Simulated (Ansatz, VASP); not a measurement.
## Two plane-wave programs on Be

INCAR

```
SYSTEM = Be
PREC = Accurate
ENCUT = 520
EDIFF = 1E-7
ISMEAR = 0
SIGMA = 0.1
LREAL = .False.
LASPH = .True.
NELM = 100
ALGO = Fast
ISIF = 2
LWAVE = .False.
LCHARG = .False.
GGA = PS
NBANDS = 12
```

The input KPOINTS:

```
Automatic mesh
0
Gamma
  10 10 16
  0 0 0
```

POSCAR

```
Be
1.0
    3.7468140000      0.0000000000      0.0000000000
    0.0000000000      3.7468140000      0.0000000000
    0.0000000000      0.0000000000      2.2812800000
Be
4
Direct
    0.2881387915      0.3039709092     -0.0064086828
    0.7025920000      0.7025920000      0.0000000000
    0.2025920000      0.7974080000      0.5000000000
    0.7974080000      0.2025920000      0.5000000000
```

Input for Ansatz:

```yaml
crystal:
  lattice:
    - [3.746814, 0.0, 0.0]
    - [0.0, 3.746814, 0.0]
    - [0.0, 0.0, 2.28128]
  atoms:
    - { symbol: Be, position: [0.2881387915, 0.3039709092, -0.0064086828] }
    - { symbol: Be, position: [0.702592, 0.702592, 0.0] }
    - { symbol: Be, position: [0.202592, 0.797408, 0.5] }
    - { symbol: Be, position: [0.797408, 0.202592, 0.5] }
basis:
  ecutwfc: 420
kpoints:
  mp_grid: { grid: [10, 10, 16] }
hamiltonian:
  xc: pbesol
scf:
  occupations: { method: gaussian, width: 0.1 }
output:
  forces: true
  stress: true
  eigenvalues: true
```

Change from the starting cell: one atom moved.

Alike in both runs: task single point; functional PBEsol; k mesh 10 × 10 × 16; occupations gaussian, width 0.1 eV; no spin polarisation.

|  | VASP | Ansatz |
| --- | --- | --- |
| version | VASP 6.6.1 | Ansatz 0.2.0 |
| potentials or method | VASP PAW PBE potentials, release 64 (Be), cutoff 520 eV | scalar-relativistic, plane waves, PAW |
| valence electrons in the cell | 8 | 8 |

|  | VASP | Ansatz | Ansatz less VASP |
| --- | --- | --- | --- |
| gap on the k mesh at the Fermi level (eV) | none | none | - |
| pressure (GPa) | -0.7 | -1.0 | -0.36 |
| traceless stress, the component that is largest in VASP (GPa) | 1.29 | 1.28 | -0.005 |
| rms of the force components (eV/Å) | 0.109 | 0.107 | -0.0012 |

VASP's potentials were made for PBE, not for PBEsol. Atom by atom the forces differ by 0.002 eV/Å (rms over components). A gap of «none» marks a metal or a gap that the smearing closes.
